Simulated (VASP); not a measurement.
# Re2Sb (P6/mmm) in VASP: further runs

The runs below take Re2Sb through single point, relaxation of cell and atoms, with PBE.

All numbers are computed with VASP 6.6.1; they aren't measurements. Logs are shortened: lines on timing, memory, paths and dates and some standing lists are left out, and cuts for length are marked.

## (1) The cell of the first run

It takes space group P6/mmm (No. 191, hexagonal). The conventional cell has a = 4.382 Å, b = 4.382 Å, c = 3.306 Å, α = 90.00°, β = 90.00°, γ = 120.00°. Re (site symmetry -6m2) has 5 Re at 2.53 to 3.31 Å and 6 Sb at 3.02 Å within 3.4 Å. Sb (site symmetry 6/mmm) has 12 Re at 3.02 Å and 2 Sb at 3.31 Å within 4.0 Å.

## (2) Single point, PBE

Contents of INCAR:

```
SYSTEM = Re2Sb
PREC = Accurate ; ENCUT = 520
EDIFF = 1E-7 ; ISMEAR = 0
SIGMA = 0.1 ; LREAL = .FALSE.
LASPH = .TRUE. ; NELM = 60
ALGO = Fast ; ISIF = 2
LWAVE = .FALSE. ; LCHARG = .TRUE.
GGA = PE ; LELF = .TRUE.
LVHAR = .TRUE. ; NBANDS = 16
```

Contents of KPOINTS:

```
regular mesh
0
G
  12 12 14
  0 0 0
```

Contents of POSCAR:

```
Re2Sb
1.0
    4.3817759334      0.0000000000      0.0000000000
   -2.1908879667      3.7947292720      0.0000000000
    0.0000000000      0.0000000000      3.3055131538
Re Sb
2 1
Direct
    0.3333333333      0.6666666667      0.5000000000
    0.6666666667      0.3333333333      0.5000000000
    0.0000000000      0.0000000000      0.0000000000
```

Potentials or basis: VASP PAW PBE potentials, release 64 (Re, Sb).

Started as:

```
> cat potpaw_PBE.64/Re/POTCAR potpaw_PBE.64/Sb/POTCAR > POTCAR
> mpirun -np 1 vasp_std > vasp.out
```

OUTCAR:

```text
SYSTEM = Re2Sb
   PREC = Accurate
   ENCUT = 520
   EDIFF = 1E-7
   ISMEAR = 0
   LREAL = .FALSE.
   LASPH = .TRUE.
   NELM = 60
   ISIF = 2
   GGA = PE

 ion  position               nearest neighbor table
   1  0.333  0.667  0.500-   2 2.53   2 2.53   2 2.53   3 3.02   3 3.02   3 3.02   3 3.02   3 3.02
                             3 3.02
   2  0.667  0.333  0.500-   1 2.53   1 2.53   1 2.53   3 3.02   3 3.02   3 3.02   3 3.02   3 3.02
                             3 3.02
   3  0.000  0.000  0.000-   1 3.02   2 3.02   1 3.02   2 3.02   1 3.02   1 3.02   2 3.02   2 3.02
                             2 3.02   2 3.02   1 3.02   1 3.02

  LATTYP: Found a hexagonal cell.
 ALAT       =     4.3817759334
 C/A-ratio  =     0.7543774953

  Lattice vectors:

 A1 = (   4.3817759334,   0.0000000000,   0.0000000000)
 A2 = (  -2.1908879667,   3.7947292720,   0.0000000000)
 A3 = (   0.0000000000,   0.0000000000,   3.3055131538)

Analysis of symmetry for initial positions (statically):
=====================================================================
 Subroutine PRICEL returns:
 Original cell was already a primitive cell.

 Routine SETGRP: Setting up the symmetry group for a
 hexagonal supercell.

 Subroutine GETGRP returns: Found 24 space group operations
 (whereof 24 operations were pure point group operations)
 out of a pool of 24 trial point group operations.

The static configuration has the point symmetry D_6h.

Analysis of symmetry for dynamics (positions and initial velocities):
=====================================================================
 Subroutine PRICEL returns:
 Original cell was already a primitive cell.

 Routine SETGRP: Setting up the symmetry group for a
 hexagonal supercell.

 Subroutine GETGRP returns: Found 24 space group operations
 (whereof 24 operations were pure point group operations)
 out of a pool of 24 trial point group operations.

The dynamic configuration has the point symmetry D_6h.

 Subroutine INISYM returns: Found 24 space group operations
 (whereof 24 operations are pure point group operations),
 and found     1 'primitive' translations

----------------------------------------------------------------------------------------

                                     Primitive cell

  volume of cell :      54.9629

  direct lattice vectors                    reciprocal lattice vectors
     4.381775933  0.000000000  0.000000000     0.228217968  0.131761705  0.000000000
    -2.190887967  3.794729272  0.000000000     0.000000000  0.263523411  0.000000000
     0.000000000  0.000000000  3.305513154     0.000000000  0.000000000  0.302524889

  length of vectors
     4.381775933  4.381775933  3.305513154     0.263523411  0.263523411  0.302524889

  position of ions in fractional coordinates (direct lattice)
     0.333333333  0.666666667  0.500000000
     0.666666667  0.333333333  0.500000000
     0.000000000  0.000000000  0.000000000

  ion indices of the primitive-cell ions
   primitive index   ion index
                 1           1
                 2           2
                 3           3

----------------------------------------------------------------------------------------

 KPOINTS: regular mesh

Automatic generation of k-mesh.
 Grid dimensions read from file:
 generate k-points for:   12   12   14

 Generating k-lattice:

  Cartesian coordinates                     Fractional coordinates (reciprocal lattice)
     0.019018164  0.010980142  0.000000000     0.083333333  0.000000000  0.000000000
     0.000000000  0.021960284  0.000000000     0.000000000  0.083333333  0.000000000
     0.000000000  0.000000000  0.021608921     0.000000000  0.000000000  0.071428571

  Length of vectors
     0.021960284  0.021960284  0.021608921

  Shift w.r.t. Gamma in fractional coordinates (k-lattice)
     0.000000000  0.000000000  0.000000000

 Subroutine IBZKPT returns following result:
 ===========================================

 Found    152 irreducible k-points:

 Following reciprocal coordinates:
            Coordinates               Weight
  0.000000  0.000000  0.000000      1.000000
  0.083333  0.000000  0.000000      6.000000
  0.166667  0.000000  0.000000      6.000000
  0.250000 -0.000000  0.000000      6.000000
  0.333333  0.000000  0.000000      6.000000
  0.416667  0.000000  0.000000      6.000000
[... 16 lines left out ...]
  0.250000 -0.000000  0.071429     12.000000
  0.333333  0.000000  0.071429     12.000000
 [... further k-points ...]
   k-points           NKPTS =    152   k-points in BZ     NKDIM =    152   number of bands    NBANDS=     16
   number of dos      NEDOS =    301   number of ions     NIONS =      3
   total plane-waves  NPLWV =  36288
   dimension x,y,z NGX =    36 NGY =   36 NGZ =   28
   dimension x,y,z NGXF=    72 NGYF=   72 NGZF=   56
   ions per type =               2   1
   NGX,Y,Z   is equivalent  to a cutoff of  13.66, 13.66, 14.08 a.u.
   NGXF,Y,Z  is equivalent  to a cutoff of  27.32, 27.32, 28.16 a.u.
 SYSTEM =  Re2Sb
   PREC   = accura    normal or accurate (medium, high low for compatibility)
   ISTART =      0    job   : 0-new  1-cont  2-samecut
   ICHARG =      2    charge: 1-file 2-atom 10-const
   ISPIN  =      1    spin polarized calculation?
   LNONCOLLINEAR =      F non collinear calculations
   LSORBIT =      F    spin-orbit coupling
   LASPH  =      T    aspherical Exc in radial PAW
   ENCUT  =  520.0 eV  38.22 Ry    6.18 a.u.   8.15  8.15  6.15*2*pi/ulx,y,z
   NELM   =     60;   NELMIN=  2; NELMDL= -5     # of ELM steps
   EDIFF  = 0.1E-06   stopping-criterion for ELM
   LREAL  =      F    real-space projection
   EDIFFG = 0.1E-05   stopping-criterion for IOM
   NSW    =      0    number of steps for IOM
   IBRION =     -1    ionic relax: 0-MD 1-quasi-New 2-CG
   NFREE  =      0    steps in history (QN), initial steepest desc. (CG)
   ISIF   =      2    stress and relaxation
   ISYM   =      2    0-nonsym 1-usesym 2-fastsym
   POTIM  = 0.5000    time-step for ionic-motion
   TEBEG  =    0.0;   TEEND  =   0.0 temperature during run
   PSTRESS=    0.0 pullay stress
   NELECT =      19.0000    total number of electrons
   NUPDOWN=      -1.0000    fix difference up-down
   EMIN   =  10.00;   EMAX   =-10.00  energy-range for DOS
   EFERMI =   0.00;   METHOD = LEGACY
   ISMEAR =     0;   SIGMA  =   0.10  broadening in eV -4-tet -1-fermi 0-gaus
   EFERMI_NEDOS =   21; number of points for ismear=-14 and -15
   IALGO  =     68    algorithm
   IMIX   =      4    mixing-type and parameters
     AMIX     =   0.40;   BMIX     =  1.00
     AMIX_MAG =   1.60;   BMIX_MAG =  1.00
  volume/ion in A,a.u.               =      18.32       123.64
  Fermi-wavevector in a.u.,A,eV,Ry     =   1.148954  2.171209 17.960996  1.320096
  Thomas-Fermi vector in A             =   2.285627
   LORBIT       =      0    0 simple, 1 ext, 2 COOP (PROOUT), +10 PAW based schemes
   GGA     = PE    functional components
   LHFCALC =     F    Hartree Fock is set to
   AEXX    =    0.0000 exact exchange contribution
   IVDW    =     0    specifies the selected vdW correction
   LEPSILON=     F    determine dielectric tensor
   LRPA    =     F    only Hartree local field effects (RPA)
 non-spin polarized calculation
 RMM-DIIS sequential band-by-band and
 Gauss-broadening in eV      SIGMA  =   0.10
  energy-cutoff  :      520.00
  volume of cell :       54.96
 maximum number of plane-waves:      1500
 NGX is ok and might be reduce to    36
   NGX = 17   NGY = 17   NGZ = 13

 number of electron      19.0000001 magnetization

 Free energy of the ion-electron system (eV)
  ---------------------------------------------------
  ext. energy  EPLUGINS =         0.00000000
  ---------------------------------------------------
  free energy    TOTEN  =       -26.38679952 eV

  energy without entropy =      -26.37321515  energy(sigma->0) =      -26.38000733

 E-fermi :   8.7130     XC(G=0): -12.2700

 val. band max:        8.7091099612   @ k =   0.3333   0.2500   0.2143
 cond. band min:       8.7184054724   @ k =   0.2500  -0.0000   0.4286
 fundamental gap:      0.0092955112
 Fermi energy:         8.7129913085

 k-point     1 :       0.0000    0.0000    0.0000
  band No.  band energies     occupation
      1      -3.8794      2.00000
      2       4.0938      2.00000
      3       4.0938      2.00000
      4       4.6375      2.00000
      5       6.9744      2.00000
      6       6.9744      2.00000
[... 8 lines left out ...]
     15      13.0414      0.00000
     16      13.1023      0.00000

 k-point     2 :       0.0833    0.0000    0.0000
  band No.  band energies     occupation
      1      -3.8044      2.00000
      2       3.7338      2.00000
      3       4.1202      2.00000
      4       4.6859      2.00000
      5       6.7428      2.00000
      6       6.9335      2.00000
[... 8 lines left out ...]
     15      12.1672      0.00000
     16      13.8051      0.00000

 k-point     3 :       0.1667    0.0000    0.0000
  band No.  band energies     occupation
      1      -3.5893      2.00000
      2       3.0085      2.00000
      3       4.1924      2.00000
      4       4.8178      2.00000
      5       6.2398      2.00000
      6       6.8305      2.00000
[... 8 lines left out ...]
     15      11.9184      0.00000
     16      14.4814      0.00000

 k-point     4 :       0.2500   -0.0000    0.0000
  band No.  band energies     occupation
      1      -3.2656      2.00000
      2       2.2845      2.00000
      3       4.2903      2.00000
      4       5.0125      2.00000
      5       5.5866      2.00000
      6       6.7118      2.00000
[... 8 lines left out ...]
     15      12.8054      0.00000
     16      14.9459      0.00000

 k-point     5 :       0.3333    0.0000    0.0000
  band No.  band energies     occupation
      1      -2.8951      2.00000
      2       1.7002      2.00000
      3       4.3854      2.00000
      4       4.8507      2.00000
      5       5.3362      2.00000
      6       6.5643      2.00000
[... 8 lines left out ...]
     15      13.4426      0.00000
     16      15.4713      0.00000

 k-point     6 :       0.4167    0.0000    0.0000
  band No.  band energies     occupation
      1      -2.5809      2.00000
      2       1.3158      2.00000
      3       4.3586      2.00000
      4       4.4513      2.00000
      5       5.5953      2.00000
      6       6.3700      2.00000
[... 8 lines left out ...]
     15      13.7123      0.00000
     16      16.1260      0.00000

 k-point     7 :       0.5000   -0.0000    0.0000
  band No.  band energies     occupation
      1      -2.4533      2.00000
      2       1.1790      2.00000
      3       4.1690      2.00000
      4       4.4742      2.00000
      5       5.7471      2.00000
      6       6.2995      2.00000
[... 8 lines left out ...]
     15      13.7553      0.00000
     16      16.3814      0.00000

 k-point     8 :       0.0833    0.0833    0.0000
  band No.  band energies     occupation
      1      -3.6594      2.00000
      2       3.2110      2.00000
      3       4.1765      2.00000
      4       4.7750      2.00000
      5       6.4213      2.00000
      6       6.7615      2.00000
[... 8 lines left out ...]
     15      11.8855      0.00000
     16      14.4663      0.00000

 k-point     9 :       0.1667    0.0833    0.0000
  band No.  band energies     occupation
      1      -3.3899      2.00000
      2       2.5346      2.00000
      3       4.2733      2.00000
      4       4.9413      2.00000
      5       5.8514      2.00000
      6       6.5413      2.00000
[... 8 lines left out ...]
     15      12.5049      0.00000
     16      14.9037      0.00000
[... 172 lines left out ...]
 k-point    19 :       0.3333    0.3333    0.0000
  band No.  band energies     occupation
      1      -2.3614      2.00000
      2       2.2779      2.00000
      3       2.2779      2.00000
      4       5.2263      2.00000
      5       5.6290      2.00000
      6       5.9115      2.00000
[... 8 lines left out ...]
     15      15.6071      0.00000
     16      15.7648      0.00000

 k-point    20 :       0.0000    0.0000    0.0714
  band No.  band energies     occupation
      1      -3.8004      2.00000
      2       4.1431      2.00000
      3       4.1431      2.00000
      4       4.6236      2.00000
      5       6.7357      2.00000
      6       6.7357      2.00000
[... 8 lines left out ...]
     15      13.2197      0.00000
     16      13.2965      0.00000

 k-point    21 :       0.0833    0.0000    0.0714
  band No.  band energies     occupation
      1      -3.7262      2.00000
      2       3.7849      2.00000
      3       4.1653      2.00000
      4       4.6702      2.00000
      5       6.5990      2.00000
      6       6.6708      2.00000
[... 8 lines left out ...]
     15      12.3104      0.00000
     16      13.9275      0.00000

 k-point    22 :       0.1667    0.0000    0.0714
  band No.  band energies     occupation
      1      -3.5135      2.00000
      2       3.0630      2.00000
      3       4.2257      2.00000
      4       4.8053      2.00000
      5       6.1577      2.00000
      6       6.5055      2.00000
[... 8 lines left out ...]
     15      11.8547      0.00000
     16      14.5026      0.00000

 k-point    23 :       0.2500   -0.0000    0.0714
  band No.  band energies     occupation
      1      -3.1943      2.00000
      2       2.3454      2.00000
      3       4.3065      2.00000
      4       5.0135      2.00000
      5       5.5298      2.00000
      6       6.3034      2.00000
[... 8 lines left out ...]
     15      12.7587      0.00000
     16      14.8845      0.00000

 k-point    24 :       0.3333    0.0000    0.0714
  band No.  band energies     occupation
      1      -2.8305      2.00000
      2       1.7703      2.00000
      3       4.3841      2.00000
      4       4.8508      2.00000
      5       5.3148      2.00000
      6       6.1229      2.00000
[... 8 lines left out ...]
     15      13.5079      0.00000
     16      15.3910      0.00000

 [... further k-points ...]
[... 5 lines left out ...]
  --------------------------------------------------------------------------------------
  -------------------------------------------------------------------------------------
  Total       -0.2707579     -0.2707579      0.0358552      0.0000000     -0.0000000      0.0000000
  in kB       -7.8926312     -7.8926312      1.0451844      0.0000000     -0.0000000      0.0000000
  external PRESSURE =      -4.9133593 kB  Pullay stress =       0.0000000 kB

 VOLUME and BASIS-vectors are now :
 -----------------------------------------------------------------------------
  energy-cutoff  :      520.00
  volume of cell :       54.96
      direct lattice vectors                 reciprocal lattice vectors
     4.381775933  0.000000000  0.000000000     0.228217968  0.131761705  0.000000000
    -2.190887967  3.794729272  0.000000000     0.000000000  0.263523411  0.000000000
     0.000000000  0.000000000  3.305513154     0.000000000  0.000000000  0.302524889

 POSITION                                       TOTAL-FORCE (eV/Angst)
 -----------------------------------------------------------------------------------
     -0.00000      2.52982      1.65276        -0.000000     -0.000000      0.000000
      2.19089      1.26491      1.65276         0.000000      0.000000     -0.000000
      0.00000      0.00000      0.00000         0.000000      0.000000     -0.000000
 -----------------------------------------------------------------------------------
    total drift:                                0.000000      0.000000     -0.000000

  FREE ENERGIE OF THE ION-ELECTRON SYSTEM (eV)
  ---------------------------------------------------
  free  energy   TOTEN  =       -26.3867995170 eV

  energy  without entropy=      -26.3732151516  energy(sigma->0) =      -26.38000733
```

Run time: 5.3 min. Hardware: 1 thread of Oxide Virtual Turin-like, shared host; peak memory 0.26 GiB.

Results:

| Item | Value |
| --- | --- |
| Free energy | -26.3868 eV |
| Pressure | -0.5 GPa |
| Band gap on the k mesh | zero (an odd number of electrons rules out a gap without spin polarisation) |

Levels at points of the mesh, in eV from the Fermi level:
```tsv
k point	band 6	band 7	band 8	band 9	band 10	band 11	band 12	band 13	band 14	band 15
(0.00, 0.00, 0.00)	-1.74	-1.69	-1.69	-1.62	-0.70	1.06	1.06	1.55	4.09	4.33
(0.50, 0.00, 0.00)	-2.41	-2.32	-2.14	-2.13	0.36	1.35	1.83	2.30	3.58	5.04
(0.00, 0.00, 0.50)	-2.64	-2.29	-2.29	-1.31	-1.31	0.44	2.59	3.40	3.55	4.91
(0.50, 0.00, 0.50)	-3.25	-3.25	-0.50	0.83	1.61	1.64	1.90	2.18	3.32	3.47
```

Caveat: spin-orbit coupling is left out, which moves the levels of the heavy elements.

## (3) Relaxation of cell and atoms, PBE

Contents of INCAR:

```
ALGO     = Fast           # electronic algorithm
EDIFF    = 1E-6           # SCF threshold, eV
EDIFFG   = -0.01          # ionic threshold
ENCUT    = 600            # plane-wave cutoff, eV
GGA      = PE             # functional
IBRION   = 2              # ionic algorithm
ISIF     = 3              # what is computed and relaxed
ISMEAR   = 0              # smearing method
LASPH    = T              # aspherical terms in the spheres
LCHARG   = F              # write CHGCAR
LREAL    = F              # projectors in reciprocal space
LWAVE    = F              # write WAVECAR
NELM     = 100            # most SCF steps
NSW      = 100            # ionic steps
PREC     = Accurate       # precision mode
SIGMA    = 0.1            # smearing width, eV
```

Contents of KPOINTS:

```
k-points
0
Gamma
  12 12 14
```

Contents of POSCAR:

```
Re2Sb
1.0
    4.3828707381      0.0000000000      0.0000000000
   -2.1914353691      3.7956774007      0.0000000000
    0.0000000000      0.0000000000      3.3081765938
Re Sb
2 1
Direct
    0.3333333333      0.6666666667      0.5000000000
    0.6666666667      0.3333333333      0.5000000000
    0.0000000000      0.0000000000      0.0000000000
```

Potentials or basis: VASP PAW PBE potentials, release 64 (Re, Sb).

Started as:

```
> cat potpaw_PBE.64/Re/POTCAR potpaw_PBE.64/Sb/POTCAR > POTCAR
> mpirun -np 1 vasp_std > vasp.out
```

Run time: 16 min. Hardware: 1 thread of Oxide Virtual Turin-like, shared host; peak memory 0.29 GiB.

The run converged. Its results:

```yaml
Free_energy: -26.3888 eV
Relaxed_volume: 18.33 Å³/atom
Relaxed_cell: a = 4.372 Å, b = 4.372 Å, c = 3.321 Å, α = 90.00°, β = 90.00°, γ = 120.00°
Space_group_after_relaxing_to_0.1_Å: P6/mmm (No. 191)
Energy_gained_by_relaxing: 0.3 meV/atom
Ionic_steps: 8
Pressure_after_relaxing: 0.0 GPa
Band_gap_on_the_k_mesh: zero (an odd number of electrons rules out a gap without spin polarisation)
```

The path:
```tsv
step	energy change (eV)	largest force (eV/Å)	pressure (GPa)	volume (Å³)
1	0.0000	0.0000	-0.66	55.03
2	0.0024	0.0000	1.98	54.43
3	-0.0006	0.0000	0.14	54.85
4	-0.0006	0.0000	0.15	54.85
5	-0.0004	0.0000	-0.26	54.94
6	-0.0006	0.0000	0.10	54.86
7	-0.0007	0.0000	0.03	54.91
8	-0.0008	0.0000	-0.01	54.99
```

Final structure:
```
CELL_PARAMETERS angstrom
4.37245 0.00000 0.00000
-2.18623 3.78665 0.00000
0.00000 0.00000 3.32126
ATOMIC_POSITIONS crystal
Re 0.33333 0.66667 0.50000
Re 0.66667 0.33333 0.50000
Sb 0.00000 0.00000 0.00000
```

Levels at points of the mesh, in eV from the Fermi level:
| k point | band 7 | band 8 | band 9 | band 10 | band 11 | band 12 | band 13 |
| --- | --- | --- | --- | --- | --- | --- | --- |
| (0.00, 0.00, 0.00) | -1.73 | -1.73 | -1.57 | -0.66 | 1.05 | 1.05 | 1.45 |
| (0.50, 0.00, 0.00) | -2.30 | -2.17 | -2.13 | 0.33 | 1.38 | 1.83 | 2.35 |
| (0.00, 0.00, 0.50) | -2.30 | -2.30 | -1.31 | -1.31 | 0.39 | 2.56 | 3.42 |
| (0.50, 0.00, 0.50) | -3.26 | -0.49 | 0.87 | 1.63 | 1.67 | 1.82 | 2.13 |

Caveat: spin-orbit coupling is left out, which moves the levels of the heavy elements.
